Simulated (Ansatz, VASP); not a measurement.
## CaSe in VASP and in Ansatz

File INCAR:

```
SYSTEM = CaSe
  ALGO = Normal
  EDIFF = 1E-8
  ENCUT = 520
  GGA = PE
  ISIF = 2
  ISMEAR = -1
  LASPH = .TRUE.
  LCHARG = .FALSE.
  LEFG = .TRUE.
  LREAL = .FALSE.
  LWAVE = .FALSE.
  NBANDS = 15
  NELM = 100
  PREC = Accurate
  SIGMA = 0.01
```

KPOINTS

```
k-points
0
G
  7 7 7
  0 0 0
```

The input POSCAR:

```
CaSe
1.0
    0.0000000000      2.9804308600      2.9804308600
    2.9804308600      0.0000000000      2.9804308600
    2.9804308600      2.9804308600      0.0000000000
Ca Se
1 1
Direct
    0.0000000000      0.0000000000      0.0000000000
    0.5000000000      0.5000000000      0.5000000000
```

Input for Ansatz:

```yaml
crystal:
  lattice:
    - [0.0, 2.98043086, 2.98043086]
    - [2.98043086, 0.0, 2.98043086]
    - [2.98043086, 2.98043086, 0.0]
  atoms:
    - { symbol: Ca, position: [0.0, 0.0, 0.0] }
    - { symbol: Se, position: [0.5, 0.5, 0.5] }
kpoints:
  mp_grid: { grid: [7, 7, 7] }
scf:
  occupations: { method: fermi_dirac, width: 0.01 }
hamiltonian:
  xc: pbe
  pseudopotentials: { kind: paw }
output:
  forces: true
  stress: true
  eigenvalues: true
  efg: { contact_densities: true }
```

Change from the starting cell: volume scaled by 1.025, PAW files.

Alike in both runs: task electric field gradients; functional PBE; k mesh 7 × 7 × 7; occupations fermi-dirac, width 0.01 eV; no spin polarisation.

```csv
,VASP,Ansatz
version,VASP 6.6.1,Ansatz 0.2.0
potentials or method,"VASP PAW PBE potentials, release 64 (Ca_sv, Se)","PAW with Ansatz's default frozen-core files, scalar-relativistic"
plane-wave cutoff (eV),520,420
valence electrons in the cell,16,26
```

```csv
,VASP,Ansatz,Ansatz less VASP
gap on the k mesh at the Fermi level (eV),2.14,2.15,+0.009
pressure (GPa),0.1,-0.1,-0.16
```

With one functional, cell and mesh, what is left measures potentials, basis and numerics. VASP's potentials hold 16 valence electrons a cell and Ansatz's 26, so a difference there can come from the potentials and not from the codes.
